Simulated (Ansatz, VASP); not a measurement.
**Two plane-wave programs on Mg**

```
Mg
1.0
    -1.59479    1.59479    1.59479
     1.59479   -1.59479    1.59479
     1.59479    1.59479   -1.59479
Mg
1
Direct
  0.00000 0.00000 0.00000
```

Alike in both runs: task single point; functional r2SCAN; k mesh 20 × 20 × 20; occupations gaussian, width 0.05 eV; no spin polarisation.

|  | VASP | Ansatz |
| --- | --- | --- |
| version | VASP 6.6.1 | Ansatz 0.2.0 |
| potentials or method | VASP PAW PBE potentials, release 64 (Mg), cutoff 520 eV | scalar-relativistic, plane waves, PAW |
| valence electrons in the cell | 2 | 10 |

```tsv
	VASP	Ansatz	Ansatz less VASP
gap on the k mesh at the Fermi level (eV)	none	none	-
pressure (GPa)	23.6	23.9	+0.23
```

VASP's potentials were made for PBE, not for r2SCAN. A gap of «none» marks a metal or a gap that the smearing closes. VASP's potentials hold 2 valence electrons a cell and Ansatz's 10, so a difference there can come from the potentials and not from the codes.
